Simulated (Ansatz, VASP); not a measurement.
## Two plane-wave programs on BaS

The input POSCAR:

```
BaS
1.0
    0.0000000000      3.2119099264      3.2119099264
    3.2119099264      0.0000000000      3.2119099264
    3.2119099264      3.2119099264      0.0000000000
Ba S
1 1
Direct
    0.0000000000      0.0000000000      0.0000000000
    0.5000000000      0.5000000000      0.5000000000
```

Contents of INCAR.step1:

```
SYSTEM = BaS
ALGO = Normal ; EDIFF = 1E-5
ENCUT = 520 ; GGA = PE
ISIF = 2 ; ISMEAR = 0
LASPH = .True. ; LCHARG = .False.
LREAL = .False. ; LWAVE = .True.
NBANDS = 15 ; NELM = 60
PREC = Accurate ; SIGMA = 0.01
```

The input INCAR.step2:

```
SYSTEM = BaS
ALGO = Normal ; EDIFF = 1E-6
ENCUT = 520 ; GGA = PE
HFSCREEN = 0.2079 ; ISIF = 2
ISMEAR = 0 ; ISTART = 1
LASPH = .True. ; LCHARG = .False.
LHFCALC = .True. ; LREAL = .False.
LWAVE = .False. ; NBANDS = 15
NELM = 60 ; PREC = Accurate
PRECFOCK = Normal ; SIGMA = 0.01
```

File KPOINTS:

```
k-points
0
Gamma
  4 4 4
  0 0 0
```

Input for Ansatz:

```yaml
crystal:
  lattice:
    - [0.0, 3.2119099264, 3.2119099264]
    - [3.2119099264, 0.0, 3.2119099264]
    - [3.2119099264, 3.2119099264, 0.0]
  atoms:
    - { symbol: Ba, position: [0.0, 0.0, 0.0] }
    - { symbol: S, position: [0.5, 0.5, 0.5] }
kpoints:
  mp_grid: { grid: [4, 4, 4] }
hamiltonian:
  xc: hse06
scf:
  occupations: { method: fixed }
  n_extra_bands: 4
output:
  forces: true
  stress: true
  eigenvalues: true
```

Alike in both runs: task single point; functional HSE06; k mesh 4 × 4 × 4; no spin polarisation.

|  | VASP | Ansatz |
| --- | --- | --- |
| version | VASP 6.6.1 | Ansatz 0.2.0 |
| potentials or method | VASP PAW PBE potentials, release 64 (Ba_sv, S) | plane waves, PAW |
| plane-wave cutoff (eV) | 520 | 420 |
| occupations | gaussian, width 0.01 eV | fixed |
| valence electrons in the cell | 16 | 16 |

```csv
,VASP,Ansatz,Ansatz less VASP
gap on the k mesh at the Fermi level (eV),3.05,3.14,+0.091
pressure (GPa),0.2,-0.3,-0.51
```

Ansatz's warnings: stress exchange threshold loose, stress scf threshold loose.

The k mesh is coarse, so the values compare programs but aren't converged. Neither program's run includes spin-orbit coupling.
